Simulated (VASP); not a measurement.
# Pd (P6/mmm) in VASP: notebook

The runs below take Pd through single point, with PBE.

Everything below comes from runs of VASP 6.6.1. Logs are shortened: lines on timing, memory, paths and dates and some standing lists are left out, and cuts for length are marked.

## 1. The cell of the first run

It takes space group P6/mmm (No. 191, hexagonal). Conventional cell: a = 2.184 Å, b = 2.184 Å, c = 2.091 Å, α = 90.00°, β = 90.00°, γ = 120.00°. Pd (site symmetry 6/mmm) has 8 Pd at 2.09 to 2.18 Å within 2.8 Å.

## 2. Single point, PBE (volume scaled by 0.52)

Input file INCAR:

```
PREC = Accurate
ENCUT = 520
EDIFF = 1E-6
ISMEAR = -1
SIGMA = 0.08
LREAL = False
LASPH = True
NELM = 100
ALGO = Normal
ISIF = 2
LWAVE = False
LCHARG = False
GGA = PE
NBANDS = 11
```

Input file KPOINTS:

```
Automatic mesh
0
Gamma
  16 16 15
```

Input file POSCAR:

```
Pd
1.0
    2.1840901352      0.0000000000      0.0000000000
   -1.0920450676      1.8914775413      0.0000000000
    0.0000000000      0.0000000000      2.0912651346
Pd
1
Direct
    0.0000000000      0.0000000000      0.0000000000
```

Potentials or basis: VASP PAW PBE potentials, release 64 (Pd).

On the command line:

```sh
$ cat potpaw_PBE.64/Pd/POTCAR > POTCAR
$ mpirun -np 1 vasp_std > vasp.out
```

OUTCAR:

```text
PREC = Accurate
   ENCUT = 520
   EDIFF = 1E-6
   ISMEAR = -1
   LREAL = False
   LASPH = True
   NELM = 100
   ISIF = 2
   GGA = PE

 ion  position               nearest neighbor table
   1  0.000  0.000  0.000-

  LATTYP: Found a hexagonal cell.
 ALAT       =     2.1840901352
 C/A-ratio  =     0.9574994644

  Lattice vectors:

 A1 = (   2.1840901352,   0.0000000000,   0.0000000000)
 A2 = (  -1.0920450676,   1.8914775413,   0.0000000000)
 A3 = (   0.0000000000,   0.0000000000,   2.0912651346)

Analysis of symmetry for initial positions (statically):
=====================================================================
 Subroutine PRICEL returns:
 Original cell was already a primitive cell.

 Routine SETGRP: Setting up the symmetry group for a
 hexagonal supercell.

 Subroutine GETGRP returns: Found 24 space group operations
 (whereof 24 operations were pure point group operations)
 out of a pool of 24 trial point group operations.

The static configuration has the point symmetry D_6h.

Analysis of symmetry for dynamics (positions and initial velocities):
=====================================================================
 Subroutine PRICEL returns:
 Original cell was already a primitive cell.

 Routine SETGRP: Setting up the symmetry group for a
 hexagonal supercell.

 Subroutine GETGRP returns: Found 24 space group operations
 (whereof 24 operations were pure point group operations)
 out of a pool of 24 trial point group operations.

The dynamic configuration has the point symmetry D_6h.

 Subroutine INISYM returns: Found 24 space group operations
 (whereof 24 operations are pure point group operations),
 and found     1 'primitive' translations

----------------------------------------------------------------------------------------

                                     Primitive cell

  volume of cell :       8.6393

  direct lattice vectors                    reciprocal lattice vectors
     2.184090135  0.000000000  0.000000000     0.457856562  0.264343609  0.000000000
    -1.092045068  1.891477541  0.000000000     0.000000000  0.528687218  0.000000000
     0.000000000  0.000000000  2.091265135     0.000000000  0.000000000  0.478179444

  length of vectors
     2.184090135  2.184090135  2.091265135     0.528687218  0.528687218  0.478179444

  position of ions in fractional coordinates (direct lattice)
     0.000000000  0.000000000  0.000000000

  ion indices of the primitive-cell ions
   primitive index   ion index
                 1           1

----------------------------------------------------------------------------------------

 KPOINTS: Automatic mesh

Automatic generation of k-mesh.
 Grid dimensions read from file:
 generate k-points for:   16   16   15

 Generating k-lattice:

  Cartesian coordinates                     Fractional coordinates (reciprocal lattice)
     0.028616035  0.016521476  0.000000000     0.062500000  0.000000000  0.000000000
     0.000000000  0.033042951  0.000000000     0.000000000  0.062500000  0.000000000
     0.000000000  0.000000000  0.031878630     0.000000000  0.000000000  0.066666667

  Length of vectors
     0.033042951  0.033042951  0.031878630

  Shift w.r.t. Gamma in fractional coordinates (k-lattice)
     0.000000000  0.000000000  0.000000000

 Subroutine IBZKPT returns following result:
 ===========================================

 Found    240 irreducible k-points:

 Following reciprocal coordinates:
            Coordinates               Weight
  0.000000  0.000000  0.000000      1.000000
  0.062500  0.000000  0.000000      6.000000
  0.125000  0.000000  0.000000      6.000000
  0.187500  0.000000  0.000000      6.000000
  0.250000  0.000000  0.000000      6.000000
  0.312500  0.000000  0.000000      6.000000
[... 16 lines left out ...]
  0.187500  0.187500  0.000000      6.000000
  0.250000  0.187500  0.000000     12.000000
 [... further k-points ...]
   k-points           NKPTS =    240   k-points in BZ     NKDIM =    240   number of bands    NBANDS=     11
   number of dos      NEDOS =    301   number of ions     NIONS =      1
   total plane-waves  NPLWV =   4096
   dimension x,y,z NGX =    16 NGY =   16 NGZ =   16
   dimension x,y,z NGXF=    32 NGYF=   32 NGZF=   32
   ions per type =               1
   NGX,Y,Z   is equivalent  to a cutoff of  12.18, 12.18, 12.72 a.u.
   NGXF,Y,Z  is equivalent  to a cutoff of  24.36, 24.36, 25.44 a.u.
 SYSTEM =  unknown system
   PREC   = accura    normal or accurate (medium, high low for compatibility)
   ISTART =      0    job   : 0-new  1-cont  2-samecut
   ICHARG =      2    charge: 1-file 2-atom 10-const
   ISPIN  =      1    spin polarized calculation?
   LNONCOLLINEAR =      F non collinear calculations
   LSORBIT =      F    spin-orbit coupling
   LASPH  =      T    aspherical Exc in radial PAW
   ENCUT  =  520.0 eV  38.22 Ry    6.18 a.u.   4.06  4.06  3.89*2*pi/ulx,y,z
   NELM   =    100;   NELMIN=  2; NELMDL= -5     # of ELM steps
   EDIFF  = 0.1E-05   stopping-criterion for ELM
   LREAL  =      F    real-space projection
   EDIFFG = 0.1E-04   stopping-criterion for IOM
   NSW    =      0    number of steps for IOM
   IBRION =     -1    ionic relax: 0-MD 1-quasi-New 2-CG
   NFREE  =      0    steps in history (QN), initial steepest desc. (CG)
   ISIF   =      2    stress and relaxation
   ISYM   =      2    0-nonsym 1-usesym 2-fastsym
   POTIM  = 0.5000    time-step for ionic-motion
   TEBEG  =    0.0;   TEEND  =   0.0 temperature during run
   PSTRESS=    0.0 pullay stress
   NELECT =      10.0000    total number of electrons
   NUPDOWN=      -1.0000    fix difference up-down
   EMIN   =  10.00;   EMAX   =-10.00  energy-range for DOS
   EFERMI =   0.00;   METHOD = LEGACY
   ISMEAR =    -1;   SIGMA  =   0.08  broadening in eV -4-tet -1-fermi 0-gaus
   EFERMI_NEDOS =   21; number of points for ismear=-14 and -15
   IALGO  =     38    algorithm
   IMIX   =      4    mixing-type and parameters
     AMIX     =   0.40;   BMIX     =  1.00
     AMIX_MAG =   1.60;   BMIX_MAG =  1.00
  volume/ion in A,a.u.               =       8.64        58.30
  Fermi-wavevector in a.u.,A,eV,Ry     =   1.718889  3.248230 40.199503  2.954580
  Thomas-Fermi vector in A             =   2.795618
   LORBIT       =      0    0 simple, 1 ext, 2 COOP (PROOUT), +10 PAW based schemes
   GGA     = PE    functional components
[... 5 lines left out ...]
 non-spin polarized calculation
  energy-cutoff  :      520.00
  volume of cell :        8.64
 maximum number of plane-waves:       242
   NGX =  9   NGY =  9   NGZ =  7

 number of electron      10.0000000 magnetization

 Free energy of the ion-electron system (eV)
  ---------------------------------------------------
  ext. energy  EPLUGINS =         0.00000000
  ---------------------------------------------------
  free energy    TOTEN  =         1.54108045 eV

  energy without entropy =        1.55153702  energy(sigma->0) =        1.54630874

 E-fermi :  22.5258     XC(G=0): -16.7042

 val. band max:       22.5159210135   @ k =   0.3125   0.0625   0.4000
 cond. band min:      22.5309663443   @ k =   0.3750   0.0000   0.4667
 fundamental gap:      0.0150453308
 Fermi energy:        22.5257881931

 k-point     1 :       0.0000    0.0000    0.0000
  band No.  band energies     occupation
      1      10.3090      2.00000
      2      10.6181      2.00000
      3      15.4684      2.00000
      4      15.4684      2.00000
      5      22.9622      0.00851
      6      22.9622      0.00851
      7      38.0634      0.00000
      8      42.7349      0.00000
      9      45.9018      0.00000
     10      50.9316      0.00000
     11      50.9316      0.00000

 k-point     2 :       0.0625    0.0000    0.0000
  band No.  band energies     occupation
      1      10.5813      2.00000
      2      10.7062      2.00000
      3      15.2556      2.00000
      4      15.6936      2.00000
      5      22.7019      0.19916
      6      22.9184      0.01468
      7      38.6074      0.00000
      8      43.2066      0.00000
      9      45.8914      0.00000
     10      49.8495      0.00000
     11      50.5133      0.00000

 k-point     3 :       0.1250    0.0000    0.0000
  band No.  band energies     occupation
      1      10.9343      2.00000
      2      11.3229      2.00000
      3      14.7880      2.00000
      4      16.3555      2.00000
      5      22.0095      1.99685
      6      22.7948      0.06695
      7      40.0476      0.00000
      8      44.5042      0.00000
      9      45.8149      0.00000
     10      47.5127      0.00000
     11      49.3736      0.00000

 k-point     4 :       0.1875    0.0000    0.0000
  band No.  band energies     occupation
      1      11.3002      2.00000
      2      11.9716      2.00000
      3      14.7337      2.00000
      4      17.4124      2.00000
      5      21.0801      2.00000
      6      22.6137      0.50010
      7      41.5196      0.00000
      8      45.0901      0.00000
      9      46.1664      0.00000
     10      46.3229      0.00000
     11      47.8199      0.00000

 k-point     5 :       0.2500    0.0000    0.0000
  band No.  band energies     occupation
      1      11.5415      2.00000
      2      11.9587      2.00000
      3      15.9525      2.00000
      4      18.7872      2.00000
      5      20.1053      2.00000
      6      22.4054      1.63645
      7      40.6483      0.00000
      8      45.4670      0.00000
      9      46.0942      0.00000
     10      46.1660      0.00000
     11      48.2151      0.00000
[... 211 lines left out ...]
 k-point    21 :       0.3750    0.1250    0.0000
  band No.  band energies     occupation
      1      11.0290      2.00000
      2      13.2882      2.00000
      3      18.3021      2.00000
      4      19.0077      2.00000
      5      21.3806      2.00000
      6      25.6566      0.00000
      7      35.2053      0.00000
      8      38.9386      0.00000
      9      45.1602      0.00000
     10      45.9614      0.00000
     11      51.7806      0.00000

 k-point    22 :       0.4375    0.1250    0.0000
  band No.  band energies     occupation
      1      10.9051      2.00000
      2      13.4041      2.00000
      3      18.1796      2.00000
      4      19.5306      2.00000
      5      21.3232      2.00000
      6      26.2333      0.00000
      7      34.6273      0.00000
      8      38.4844      0.00000
      9      44.8606      0.00000
     10      45.9560      0.00000
     11      51.8231      0.00000

 k-point    23 :       0.1875    0.1875    0.0000
  band No.  band energies     occupation
      1      12.3960      2.00000
      2      12.9501      2.00000
      3      14.7588      2.00000
      4      19.3801      2.00000
      5      21.6830      1.99995
      6      22.4195      1.58113
      7      39.7657      0.00000
      8      40.0108      0.00000
      9      45.9902      0.00000
     10      48.7968      0.00000
     11      51.0072      0.00000

 k-point    24 :       0.2500    0.1875    0.0000
  band No.  band energies     occupation
      1      12.5422      2.00000
      2      12.9179      2.00000
      3      15.8657      2.00000
      4      18.9327      2.00000
      5      21.2715      2.00000
      6      24.5542      0.00000
      7      37.5258      0.00000
      8      38.7270      0.00000
      9      45.9824      0.00000
     10      47.0354      0.00000
     11      52.0983      0.00000

 [... further k-points ...]
[... 5 lines left out ...]
  --------------------------------------------------------------------------------------
  -------------------------------------------------------------------------------------
  Total       27.1432025     27.1432025     26.4885202      0.0000000      0.0000000     -0.0000000
  in kB     5033.7405245   5033.7405248   4912.3288824      0.0000000      0.0000000     -0.0000000
  external PRESSURE =    4993.2699773 kB  Pullay stress =       0.0000000 kB

 VOLUME and BASIS-vectors are now :
 -----------------------------------------------------------------------------
  energy-cutoff  :      520.00
  volume of cell :        8.64
      direct lattice vectors                 reciprocal lattice vectors
     2.184090135  0.000000000  0.000000000     0.457856562  0.264343609  0.000000000
    -1.092045068  1.891477541  0.000000000     0.000000000  0.528687218  0.000000000
     0.000000000  0.000000000  2.091265135     0.000000000  0.000000000  0.478179444

 POSITION                                       TOTAL-FORCE (eV/Angst)
 -----------------------------------------------------------------------------------
      0.00000      0.00000      0.00000         0.000000      0.000000      0.000000
 -----------------------------------------------------------------------------------
    total drift:                                0.000000     -0.000000      0.000000

  FREE ENERGIE OF THE ION-ELECTRON SYSTEM (eV)
  ---------------------------------------------------
  free  energy   TOTEN  =         1.5410804503 eV

  energy  without entropy=        1.5515370249  energy(sigma->0) =        1.54630874
```

Run time: 10 s. Hardware: 1 thread of Intel Xeon Platinum 8488C (Sapphire Rapids), shared host; peak memory 0.13 GiB.

Results:

```yaml
Free_energy: 1.5411 eV
Pressure: 499.3 GPa
Band_gap_on_the_k_mesh: zero (band 5 reaches 25.35 eV, above the bottom of band 6 at 19.13 eV)
```

## 3. Single point, PBE (volume scaled by 0.52)

Input file INCAR:

```
SYSTEM = Pd
ALGO = Normal ; EDIFF = 1E-7
ENCUT = 520 ; GGA = PE
ISIF = 2 ; ISMEAR = -1
LASPH = .True. ; LCHARG = .False.
LREAL = .False. ; LWAVE = .False.
NBANDS = 11 ; NELM = 60
PREC = Accurate ; SIGMA = 0.08
```

Input file KPOINTS:

```
k-points
0
Gamma
  16 16 15
  0 0 0
```

POSCAR is that of step 2.

Potentials or basis: VASP PAW PBE potentials, release 64 (Pd).

On the command line:

```sh
$ cat potpaw_PBE.64/Pd/POTCAR > POTCAR
$ mpirun -np 1 vasp_std > vasp.out
```

Wall time 13 s (1 thread of Intel Xeon Platinum 8488C (Sapphire Rapids), shared host); peak memory 0.13 GiB.

Results (log left out):

```
Free energy            : 1.5411 eV
Pressure               : 499.6 GPa
Band gap on the k mesh : zero (band 5 reaches 25.35 eV, above the bottom of band 6 at 19.13 eV)
```

Stress tensor (GPa, compression positive):
```
503.58   0.00   0.00
  0.00 503.58   0.00
  0.00   0.00 491.55
```

Levels at points of the mesh, in eV from the Fermi level:
| k point | band 1 | band 2 | band 3 | band 4 | band 5 | band 6 | band 7 | band 8 | band 9 | band 10 |
| --- | --- | --- | --- | --- | --- | --- | --- | --- | --- | --- |
| (0.00, 0.00, 0.00) | -12.22 | -11.91 | -7.06 | -7.06 | 0.44 | 0.44 | 15.54 | 20.21 | 23.38 | 28.41 |
| (0.50, 0.00, 0.00) | -12.60 | -9.21 | -4.56 | -0.64 | -0.33 | 1.06 | 12.68 | 18.31 | 21.24 | 23.40 |
